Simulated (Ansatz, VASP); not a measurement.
## One calculation of Be, two programs

```
Be
1.0
     2.31675    0.00000    0.00000
    -1.15838    2.00637    0.00000
     0.00000    0.00000    3.64261
Be
2
Direct
  0.33333 0.66667 0.25000
  0.66667 0.33333 0.75000
```

Alike in both runs: task single point; functional PBEsol; k mesh 26 × 26 × 15; occupations fermi-dirac, width 0.1 eV; no spin polarisation.

|  | VASP | Ansatz |
| --- | --- | --- |
| version | VASP 6.6.1 | Ansatz 0.2.0 |
| potentials or method | VASP PAW PBE potentials, release 64 (Be), cutoff 520 eV | plane waves (420 eV) with PAW, scalar-relativistic |
| valence electrons in the cell | 4 | 4 |

Ansatz gave:

- pressure (GPa): -8.4
- traceless stress, the component that is largest in VASP (GPa): -0.09

Task: Which values does VASP return?

Result: Pressure (GPa): -8.1; traceless stress, the component that is largest in VASP (GPa): -0.05.

VASP's potentials were made for PBE, not for PBEsol, and Ansatz warns of the same on its side.
